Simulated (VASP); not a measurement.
# NbPO4 (F-43m) in VASP: further runs, part 2 of 2

VASP 6.6.1. The steps go on from the part before.

### 4 Relaxation of cell and atoms, PBE, collinear spin, ferromagnetic start

Input file INCAR:

```
SYSTEM = NbPO4
PREC = Accurate
ENCUT = 600
EDIFF = 1E-6
ISMEAR = 0
SIGMA = 0.1
LREAL = .False.
LASPH = .True.
NELM = 150
ALGO = Normal
ISIF = 3
LWAVE = .False.
LCHARG = .False.
ISPIN = 2
MAGMOM = 0.05 0.12 0.47 0.47 0.47 0.47
LORBIT = 11
LMAXMIX = 4
GGA = PE
IBRION = 2
NSW = 90
EDIFFG = -0.04
```

Input file KPOINTS:

```
Automatic mesh
0
Gamma
  6 6 6
  0 0 0
```

Input file POSCAR:

```
NbPO4
1.0
    0.0000000000      3.2197229600      3.2197229600
    3.2197229600      0.0000000000      3.2197229600
    3.2197229600      3.2197229600      0.0000000000
Nb P O
1 1 4
Direct
    0.0000000000      0.0000000000      0.0000000000
    0.7500000000      0.7500000000      0.7500000000
    0.8739951600      0.3753349500      0.3753349500
    0.3753349500      0.3753349500      0.3753349500
    0.3753349500      0.8739951600      0.3753349500
    0.3753349500      0.3753349500      0.8739951600
```

Potentials or basis: VASP PAW PBE potentials, release 64 (Nb_sv, P, O).

The run is started by

```bash
> cat potpaw_PBE.64/Nb_sv/POTCAR potpaw_PBE.64/P/POTCAR potpaw_PBE.64/O/POTCAR > POTCAR
> mpirun -np 1 vasp_std > vasp.out
```

OUTCAR:

```text
SYSTEM = NbPO4
   PREC = Accurate
   ENCUT = 600
   EDIFF = 1E-6
   ISMEAR = 0
   LREAL = .False.
   LASPH = .True.
   NELM = 150
   ISIF = 3
   ISPIN = 2
   LORBIT = 11
   GGA = PE
   IBRION = 2
   NSW = 90
   EDIFFG = -0.04

 ion  position               nearest neighbor table
   1  0.000  0.000  0.000-   2 2.79   2 2.79   2 2.79   2 2.79
   2  0.750  0.750  0.750-   1 2.79   1 2.79   1 2.79   1 2.79
   3  0.874  0.375  0.375-
   4  0.375  0.375  0.375-
   5  0.375  0.874  0.375-
   6  0.375  0.375  0.874-

  LATTYP: Found a face centered cubic cell.
 ALAT       =     6.4394459200

  Lattice vectors:

 A1 = (   0.0000000000,   3.2197229600,   3.2197229600)
 A2 = (   3.2197229600,   0.0000000000,   3.2197229600)
 A3 = (   3.2197229600,   3.2197229600,   0.0000000000)

Analysis of symmetry for initial positions (statically):
=====================================================================
 Subroutine PRICEL returns:
 Original cell was already a primitive cell.

 Routine SETGRP: Setting up the symmetry group for a
 face centered cubic supercell.

 Subroutine GETGRP returns: Found 24 space group operations
 (whereof 24 operations were pure point group operations)
 out of a pool of 48 trial point group operations.

The static configuration has the point symmetry T_d .

Analysis of symmetry for dynamics (positions and initial velocities):
=====================================================================
 Subroutine PRICEL returns:
 Original cell was already a primitive cell.

 Routine SETGRP: Setting up the symmetry group for a
 face centered cubic supercell.

 Subroutine GETGRP returns: Found 24 space group operations
 (whereof 24 operations were pure point group operations)
 out of a pool of 48 trial point group operations.
[... 148 lines left out ...]
  energy-cutoff  :      600.00
  volume of cell :       66.76
 maximum number of plane-waves:      2252
   NGX = 19   NGY = 19   NGZ = 19

--------------------------------------- Ionic step        1  -------------------------------------------

 number of electron      42.0000000 magnetization       2.0500000

 number of electron      41.9999997 magnetization      -4.0625239

 Free energy of the ion-electron system (eV)
  ---------------------------------------------------
  ext. energy  EPLUGINS =         0.00000000
  ---------------------------------------------------
  free energy    TOTEN  =       -31.19801606 eV

  energy without entropy =      -31.16765725  energy(sigma->0) =      -31.18283665

------------------------ aborting loop because EDIFF is reached ----------------------------------------

  FORCE on cell =-STRESS in cart. coord.  units (eV):
  Direction    XX          YY          ZZ          XY          YZ          ZX
  --------------------------------------------------------------------------------------
  -------------------------------------------------------------------------------------
  Total       -5.4028222     -5.4028222     -5.4028222      0.0000000      0.0000000      0.0000000
  in kB     -129.6718630   -129.6718630   -129.6718630      0.0000000      0.0000000      0.0000000
  external PRESSURE =    -129.6718630 kB  Pullay stress =       0.0000000 kB
[... 147 lines left out ...]
--------------------------------------- Ionic step        5  -------------------------------------------

 number of electron      41.9999996 magnetization      -1.9335496

 Free energy of the ion-electron system (eV)
  ---------------------------------------------------
  ext. energy  EPLUGINS =         0.00000000
  ---------------------------------------------------
  free energy    TOTEN  =       -31.55003068 eV

  energy without entropy =      -31.52758585  energy(sigma->0) =      -31.53880827

 E-fermi :   7.9722     XC(G=0): -12.4461

 val. band max:        7.9691022687   @ k =   0.1667   0.0000   0.0000
 cond. band min:       8.0194932512   @ k =   0.1667   0.1667   0.0000
 fundamental gap:      0.0503909824
 Fermi energy:         7.9722457980

 spin component 1

 k-point     1 :       0.0000    0.0000    0.0000
  band No.  band energies     occupation
      1     -48.0921      1.00000
      2     -24.0344      1.00000
      3     -24.0344      1.00000
      4     -24.0344      1.00000
      5     -12.4768      1.00000
      6      -8.3265      1.00000
[... 453 lines left out ...]
     25      10.2761      0.00000
     26      10.3406      0.00000
 Fermi energy:         7.9722457980

 spin component 2

 k-point     1 :       0.0000    0.0000    0.0000
  band No.  band energies     occupation
      1     -48.1257      1.00000
      2     -24.0716      1.00000
      3     -24.0716      1.00000
      4     -24.0716      1.00000
      5     -13.0998      1.00000
      6      -9.0828      1.00000
[... 486 lines left out ...]
  FREE ENERGIE OF THE ION-ELECTRON SYSTEM (eV)
  ---------------------------------------------------
  free  energy   TOTEN  =       -31.5500306776 eV

  energy  without entropy=      -31.5275858549  energy(sigma->0) =      -31.53880827

 reached required accuracy - stopping structural energy minimisation

 total charge

# of ion       s       p       d       tot
------------------------------------------
    1        2.118   5.984   2.139  10.241
    2        1.163   1.167   0.000   2.330
    3        1.636   3.127   0.000   4.763
    4        1.636   3.127   0.000   4.763
    5        1.636   3.127   0.000   4.763
    6        1.636   3.127   0.000   4.763
--------------------------------------------------
tot          9.827  19.659   2.139  31.625

 magnetization (x)

# of ion       s       p       d       tot
------------------------------------------
    1        0.001  -0.001  -0.048  -0.048
    2       -0.002  -0.081   0.000  -0.083
    3       -0.004  -0.382   0.000  -0.386
    4       -0.004  -0.382   0.000  -0.386
    5       -0.004  -0.382   0.000  -0.386
    6       -0.004  -0.382   0.000  -0.386
--------------------------------------------------
tot         -0.019  -1.609  -0.048  -1.676
```

Wall time 3.4 min (1 thread of AMD EPYC 9R45 (Zen 5), shared host); peak memory 0.25 GiB.

What came out:

```yaml
Free_energy: -31.5500 eV
Relaxed_volume: 9.86 Å³/atom
Relaxed_cell: a = 4.374 Å, b = 4.374 Å, c = 4.374 Å, α = 60.00°, β = 60.00°, γ = 60.00°
Space_group_after_relaxing_to_0.1_Å: F-43m (No. 216)
Energy_gained_by_relaxing: 58.7 meV/atom
Ionic_steps: 5
Pressure_after_relaxing: 0.3 GPa
Largest_force_after_relaxing: 0.004 eV/Å
Net_moment: -1.93 μB per cell
Site_moments: Nb -0.05; P -0.08; O -0.39 μB
Valence_electrons_inside_the_program's_atomic_spheres: Nb 10.24; P 2.33; O 4.76
```

Forces in eV/Å, atoms in the order of the input:
```
Nb   0.000  0.000  0.000
P    0.000  0.000  0.000
O    0.002 -0.002 -0.002
O    0.002  0.002  0.002
O   -0.002  0.002 -0.002
O   -0.002 -0.002  0.002
```

Step by step:
| step | energy change (eV) | largest force (eV/Å) | pressure (GPa) | volume (Å³) |
| --- | --- | --- | --- | --- |
| 1 | 0.0000 | 0.2304 | -12.97 | 66.76 |
| 2 | -0.3426 | 0.1789 | 2.60 | 58.43 |
| 3 | -0.3484 | 0.1951 | -0.08 | 59.30 |
| 4 | -0.3484 | 0.1927 | 0.33 | 59.16 |
| 5 | -0.3520 | 0.0036 | 0.26 | 59.17 |

Final structure:
```yaml
crystal:
  lattice:
    - [0.00000, 3.09285, 3.09285]
    - [3.09285, 0.00000, 3.09285]
    - [3.09285, 3.09285, 0.00000]
  atoms:
    - { symbol: Nb, position: [0.00000, 0.00000, 0.00000] }
    - { symbol: P, position: [0.75000, 0.75000, 0.75000] }
    - { symbol: O, position: [0.87932, 0.37356, 0.37356] }
    - { symbol: O, position: [0.37356, 0.37356, 0.37356] }
    - { symbol: O, position: [0.37356, 0.87932, 0.37356] }
    - { symbol: O, position: [0.37356, 0.37356, 0.87932] }
```

### 5 Overview

| task | cell | k mesh | cutoff (eV) | gap on the mesh (eV) | pressure (GPa) | moment (μB) | largest force (eV/Å) |
| --- | --- | --- | --- | --- | --- | --- | --- |
| single point | a = 4.553 Å, angles 60.0°, 6 atoms, atomic positions A | 6 × 6 × 6 | 520 | none | -12.9 | 4.05 | 0.23 |
| single point | a = 4.384 Å, angles 60.0°, 6 atoms, atomic positions B | 10 × 10 × 10 | 520 | none | -2.1 | 0.00 | 0.18 |
| relaxation of cell and atoms | relaxed from a = 4.553 Å, angles 60.0°, 6 atoms, atomic positions A | 6 × 6 × 6 | 600 | none | 0.3 | 1.93 | - |

Alike in all rows: level PBE; potentials or basis VASP PAW PBE potentials, release 64 (Nb_sv, P, O); spin collinear, ferromagnetic start; smearing gaussian 0.1 eV.

Caveats: the cell stands under tension (at least some runs).

Absolute energies hang on the potentials; compare differences alone.

The gap in the log of VASP goes by the Fermi energy; the results here count the filled bands.